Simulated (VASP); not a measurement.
Here is a VASP 6.6.1 calculation.

The input INCAR:

```
PREC     = Accurate       # precision mode
ENCUT    = 500            # plane-wave cutoff, eV
EDIFF    = 1E-6           # SCF threshold, eV
ISMEAR   = 0              # smearing method
SIGMA    = 0.01           # smearing width, eV
LREAL    = F              # projectors in reciprocal space
LASPH    = T              # aspherical terms in the spheres
NELM     = 120            # most SCF steps
ALGO     = Normal         # electronic algorithm
ISIF     = 2              # what is computed and relaxed
LWAVE    = F              # write WAVECAR
LCHARG   = F              # write CHGCAR
GGA      = PE             # functional
NBANDS   = 15             # bands
GGA_COMPAT= F
```

Contents of KPOINTS:

```
Automatic mesh
0
Gamma
  4 4 4
```

File POSCAR:

```
CsI
1.0
    4.6080834137      0.0000000000      0.0000000000
    0.0000000000      4.6080834137      0.0000000000
    0.0000000000      0.0000000000      4.6080834137
Cs I
1 1
Direct
    0.0000000000      0.0000000000      0.0000000000
    0.5000000000      0.5000000000      0.5000000000
```

Potentials or basis: VASP PAW PBE potentials, release 64 (Cs_sv, I).

Run with:

```sh
$ cat potpaw_PBE.64/Cs_sv/POTCAR potpaw_PBE.64/I/POTCAR > POTCAR
$ mpirun -np 1 vasp_std > vasp.out
```

(1) Predict the band gap on the k mesh.

(2) Estimate the pressure.

Answers

(1) 3.79 eV (least direct gap 3.88 eV).

(2) 0.5 GPa.

Caveat: spin-orbit coupling is left out, which moves the levels of the heavy elements.
